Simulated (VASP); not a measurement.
**PbO: single point with PBE**

Crystal: PbO.

```
Pb O
1.0
     0.00000    2.88728    2.88728
     2.88728    0.00000    2.88728
     2.88728    2.88728    0.00000
Pb O
1 1
Cartesian
  0.0000 0.0000 0.0000
  1.4436 1.4436 1.4436
```

This cell differs from its parent crystal: volume changed by +6%.

- Program: VASP 6.6.1
- Task: single point
- Functional: PBE
- Potentials or basis: VASP PAW PBE potentials, release 64 (Pb_d, O)
- Cutoff: 520 eV
- k mesh: 6 × 6 × 6
- Occupations: gaussian, width 0.01 eV
- Spin: no spin polarisation

| Quantity | Value |
| --- | --- |
| Pressure | -3.2 GPa |
| Band gap on the k mesh | 0.70 eV, indirect (least direct gap 0.83 eV) |

Levels at points of the mesh, in eV from the valence-band top:
```tsv
k point	band 6	band 7	band 8	band 9	band 10	band 11	band 12	band 13	band 14	band 15
(0.00, 0.00, 0.00)	-16.19	-6.76	-1.83	-1.83	-1.83	5.05	5.05	5.05	7.73	11.96
(0.50, 0.00, 0.00)	-15.55	-7.46	-2.24	-2.24	-1.97	2.51	5.25	5.25	8.66	11.54
(0.50, 0.50, 0.00)	-15.42	-7.48	-2.92	-2.92	-0.14	0.70	5.60	5.60	6.51	10.52
```

Wall time 16 s on 1 thread of Intel(R) Xeon(R) Platinum 8488C (Sapphire Rapids), with other jobs on the host, peak memory 0.16 GiB.

Caveat: spin-orbit coupling is left out, which moves the levels of the heavy elements. A k mesh can miss the band edges.
